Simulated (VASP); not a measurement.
# NaPtCl3 (Pm-3m) in VASP: further runs

NaPtCl3 is run at these levels: PBE; tasks: single point.

All numbers are computed with VASP 6.6.1; they aren't measurements. Logs are shortened: lines on timing, memory, paths and dates and some standing lists are left out, and cuts for length are marked.

## Step 1: The cell of the first run

Symmetry: Pm-3m, No. 221, cubic system. Conventional cell: a = 5.034 Å, b = 5.034 Å, c = 5.034 Å, α = 90.00°, β = 90.00°, γ = 90.00°. Na (site symmetry m-3m) has 12 Cl at 3.56 Å and 8 Pt at 4.36 Å within 4.7 Å. Pt (site symmetry m-3m) has 6 Cl at 2.52 Å within 3.3 Å. Cl (site symmetry 4/mmm) has 2 Pt at 2.52 Å within 3.3 Å.

## Step 2: Single point, PBE (25.52 Å³/atom)

Input file INCAR:

```
ALGO = Normal
EDIFF = 1E-6
ENCUT = 520
GGA = PE
ISIF = 2
ISMEAR = 0
LASPH = T
LCHARG = T
LELF = T
LREAL = F
LVHAR = T
LWAVE = F
NBANDS = 27
NELM = 60
PREC = Accurate
SIGMA = 0.1
```

Input file KPOINTS:

```
k-points
0
Gamma
  8 8 8
```

Input file POSCAR:

```
NaPtCl3
1.0
    5.0343148030      0.0000000000      0.0000000000
    0.0000000000      5.0343148030      0.0000000000
    0.0000000000      0.0000000000      5.0343148030
Na Pt Cl
1 1 3
Direct
    0.0000000000      0.0000000000      0.0000000000
    0.5000000000      0.5000000000      0.5000000000
    0.0000000000      0.5000000000      0.5000000000
    0.5000000000      0.5000000000      0.0000000000
    0.5000000000      0.0000000000      0.5000000000
```

Potentials or basis: VASP PAW PBE potentials, release 64 (Na_pv, Pt, Cl).

Run with:

```console
$ cat potpaw_PBE.64/Na_pv/POTCAR potpaw_PBE.64/Pt/POTCAR potpaw_PBE.64/Cl/POTCAR > POTCAR
$ mpirun -np 1 vasp_std > vasp.out
```

OUTCAR:

```text
EDIFF = 1E-6
   ENCUT = 520
   GGA = PE
   ISIF = 2
   ISMEAR = 0
   LASPH = T
   LREAL = F
   NELM = 60
   PREC = Accurate

 ion  position               nearest neighbor table
   1  0.000  0.000  0.000-
   2  0.500  0.500  0.500-   3 2.52   4 2.52   5 2.52   4 2.52   5 2.52   3 2.52
   3  0.000  0.500  0.500-   2 2.52   2 2.52
   4  0.500  0.500  0.000-   2 2.52   2 2.52
   5  0.500  0.000  0.500-   2 2.52   2 2.52

  LATTYP: Found a simple cubic cell.
 ALAT       =     5.0343148030

  Lattice vectors:

 A1 = (   5.0343148030,   0.0000000000,   0.0000000000)
 A2 = (   0.0000000000,   5.0343148030,   0.0000000000)
 A3 = (   0.0000000000,   0.0000000000,   5.0343148030)

Analysis of symmetry for initial positions (statically):
=====================================================================
 Subroutine PRICEL returns:
 Original cell was already a primitive cell.

 Routine SETGRP: Setting up the symmetry group for a
 simple cubic supercell.

 Subroutine GETGRP returns: Found 48 space group operations
 (whereof 48 operations were pure point group operations)
 out of a pool of 48 trial point group operations.

The static configuration has the point symmetry O_h .

Analysis of symmetry for dynamics (positions and initial velocities):
=====================================================================
 Subroutine PRICEL returns:
 Original cell was already a primitive cell.

 Routine SETGRP: Setting up the symmetry group for a
 simple cubic supercell.

 Subroutine GETGRP returns: Found 48 space group operations
 (whereof 48 operations were pure point group operations)
 out of a pool of 48 trial point group operations.

The dynamic configuration has the point symmetry O_h .

 Subroutine INISYM returns: Found 48 space group operations
 (whereof 48 operations are pure point group operations),
 and found     1 'primitive' translations

----------------------------------------------------------------------------------------

                                     Primitive cell

  volume of cell :     127.5913

[... 88 lines left out ...]
   ISPIN  =      1    spin polarized calculation?
   LNONCOLLINEAR =      F non collinear calculations
   LSORBIT =      F    spin-orbit coupling
   LASPH  =      T    aspherical Exc in radial PAW
   ENCUT  =  520.0 eV  38.22 Ry    6.18 a.u.   9.36  9.36  9.36*2*pi/ulx,y,z
   NELM   =     60;   NELMIN=  2; NELMDL= -5     # of ELM steps
   EDIFF  = 0.1E-05   stopping-criterion for ELM
   LREAL  =      F    real-space projection
   EDIFFG = 0.1E-04   stopping-criterion for IOM
   NSW    =      0    number of steps for IOM
   IBRION =     -1    ionic relax: 0-MD 1-quasi-New 2-CG
   NFREE  =      0    steps in history (QN), initial steepest desc. (CG)
   ISIF   =      2    stress and relaxation
   ISYM   =      2    0-nonsym 1-usesym 2-fastsym
   POTIM  = 0.5000    time-step for ionic-motion
   TEBEG  =    0.0;   TEEND  =   0.0 temperature during run
   PSTRESS=    0.0 pullay stress
   NELECT =      38.0000    total number of electrons
   NUPDOWN=      -1.0000    fix difference up-down
   EMIN   =  10.00;   EMAX   =-10.00  energy-range for DOS
   EFERMI =   0.00;   METHOD = LEGACY
   ISMEAR =     0;   SIGMA  =   0.10  broadening in eV -4-tet -1-fermi 0-gaus
   EFERMI_NEDOS =   21; number of points for ismear=-14 and -15
   IALGO  =     38    algorithm
   IMIX   =      4    mixing-type and parameters
     AMIX     =   0.40;   BMIX     =  1.00
     AMIX_MAG =   1.60;   BMIX_MAG =  1.00
  volume/ion in A,a.u.               =      25.52       172.21
  Fermi-wavevector in a.u.,A,eV,Ry     =   1.093274  2.065988 16.262335  1.195248
  Thomas-Fermi vector in A             =   2.229556
   LORBIT       =      0    0 simple, 1 ext, 2 COOP (PROOUT), +10 PAW based schemes
   GGA     = PE    functional components
   LHFCALC =     F    Hartree Fock is set to
   AEXX    =    0.0000 exact exchange contribution
   IVDW    =     0    specifies the selected vdW correction
   LEPSILON=     F    determine dielectric tensor
   LRPA    =     F    only Hartree local field effects (RPA)
 non-spin polarized calculation
 Gauss-broadening in eV      SIGMA  =   0.10
  energy-cutoff  :      520.00
  volume of cell :      127.59
 maximum number of plane-waves:      3468
 NGX is ok and might be reduce to    40
   NGX = 19   NGY = 19   NGZ = 19

 number of electron      37.9999983 magnetization

 Free energy of the ion-electron system (eV)
  ---------------------------------------------------
  ext. energy  EPLUGINS =         0.00000000
  ---------------------------------------------------
  free energy    TOTEN  =       -16.67676614 eV

  energy without entropy =      -16.67396911  energy(sigma->0) =      -16.67536763

 E-fermi :   2.0321     XC(G=0):  -8.2942

 val. band max:        1.9666160640   @ k =   0.5000   0.1250   0.0000
 cond. band min:       2.1253714825   @ k =   0.3750   0.1250   0.1250
 fundamental gap:      0.1587554185
 Fermi energy:         2.0320627137

 k-point     1 :       0.0000    0.0000    0.0000
  band No.  band energies     occupation
      1     -22.2720      2.00000
      2     -22.2720      2.00000
      3     -22.2720      2.00000
      4     -13.5321      2.00000
      5     -12.8102      2.00000
      6     -12.8102      2.00000
[... 709 lines left out ...]
     26       9.7701      0.00000
     27       9.8825      0.00000

 [... further k-points ...]

------------------------ aborting loop because EDIFF is reached ----------------------------------------

  FORCE on cell =-STRESS in cart. coord.  units (eV):
  Direction    XX          YY          ZZ          XY          YZ          ZX
  --------------------------------------------------------------------------------------
  -------------------------------------------------------------------------------------
  Total       -2.0414062     -2.0414062     -2.0414062      0.0000000      0.0000000     -0.0000000
  in kB      -25.6341495    -25.6341495    -25.6341495      0.0000000      0.0000000     -0.0000000
  external PRESSURE =     -25.6341495 kB  Pullay stress =       0.0000000 kB

 VOLUME and BASIS-vectors are now :
 -----------------------------------------------------------------------------
  energy-cutoff  :      520.00
  volume of cell :      127.59
      direct lattice vectors                 reciprocal lattice vectors
     5.034314803  0.000000000  0.000000000     0.198636764  0.000000000  0.000000000
     0.000000000  5.034314803  0.000000000     0.000000000  0.198636764  0.000000000
     0.000000000  0.000000000  5.034314803     0.000000000  0.000000000  0.198636764

 POSITION                                       TOTAL-FORCE (eV/Angst)
 -----------------------------------------------------------------------------------
      0.00000      0.00000      0.00000         0.000000      0.000000      0.000000
      2.51716      2.51716      2.51716         0.000000      0.000000      0.000000
      0.00000      2.51716      2.51716         0.000000      0.000000      0.000000
      2.51716      2.51716      0.00000         0.000000      0.000000      0.000000
      2.51716      0.00000      2.51716         0.000000      0.000000      0.000000
 -----------------------------------------------------------------------------------
    total drift:                                0.000000     -0.000000     -0.000000

  FREE ENERGIE OF THE ION-ELECTRON SYSTEM (eV)
  ---------------------------------------------------
  free  energy   TOTEN  =       -16.6767661393 eV

  energy  without entropy=      -16.6739691117  energy(sigma->0) =      -16.67536763
```

OSZICAR:

```text
N       E                     dE             d eps       ncg     rms          rms(c)
DAV:   1     0.314461847572E+03    0.31446E+03   -0.17496E+04  1898   0.132E+03
DAV:   2     0.133693857789E+02   -0.30109E+03   -0.28497E+03  2177   0.300E+02
DAV:   3    -0.167938901740E+02   -0.30163E+02   -0.29719E+02  2393   0.103E+02
DAV:   4    -0.175581859226E+02   -0.76430E+00   -0.76168E+00  2243   0.181E+01
DAV:   5    -0.175795587213E+02   -0.21373E-01   -0.21363E-01  2482   0.302E+00    0.131E+01
DAV:   6    -0.167270389850E+02    0.85252E+00   -0.29149E+00  2076   0.109E+01    0.861E+00
DAV:   7    -0.166889969191E+02    0.38042E-01   -0.32931E-01  2150   0.370E+00    0.445E+00
DAV:   8    -0.166771943422E+02    0.11803E-01   -0.32453E-02  2087   0.122E+00    0.475E-01
DAV:   9    -0.166768468498E+02    0.34749E-03   -0.39813E-03  2449   0.436E-01    0.177E-01
DAV:  10    -0.166767751622E+02    0.71688E-04   -0.15397E-03  2058   0.280E-01    0.467E-02
DAV:  11    -0.166767680009E+02    0.71613E-05   -0.14413E-04  2257   0.831E-02    0.302E-02
DAV:  12    -0.166767661202E+02    0.18807E-05   -0.30589E-05  2338   0.322E-02    0.137E-02
DAV:  13    -0.166767661393E+02   -0.19154E-07   -0.24395E-06  1868   0.118E-02
   1 F= -.16676766E+02 E0= -.16675368E+02  d E =-.279703E-02
```

stdout:

```text
POSCAR found type information on POSCAR NaPtCl
 POSCAR found :  3 types and       5 ions
 scaLAPACK will be used
 LDA part: xc-table for (Slater+PW92), standard interpolation
 POSCAR, INCAR and KPOINTS ok, starting setup
 FFT: planning ... GRIDC
 FFT: planning ... GRID_SOFT
 FFT: planning ... GRID
 WAVECAR not read
 entering main loop
```

Wall time 1.7 min (1 thread of Intel Xeon Platinum 8488C (Sapphire Rapids), shared host); peak memory 0.31 GiB.

Results:

- Free energy: -16.6768 eV
- Pressure: -2.6 GPa
- Band gap on the k mesh: zero (bands 19 and 20 overlap by 4.03 eV)

Caveat: spin-orbit coupling is left out, which moves the levels of the heavy elements.

(Part 1 of 2 ends here.)
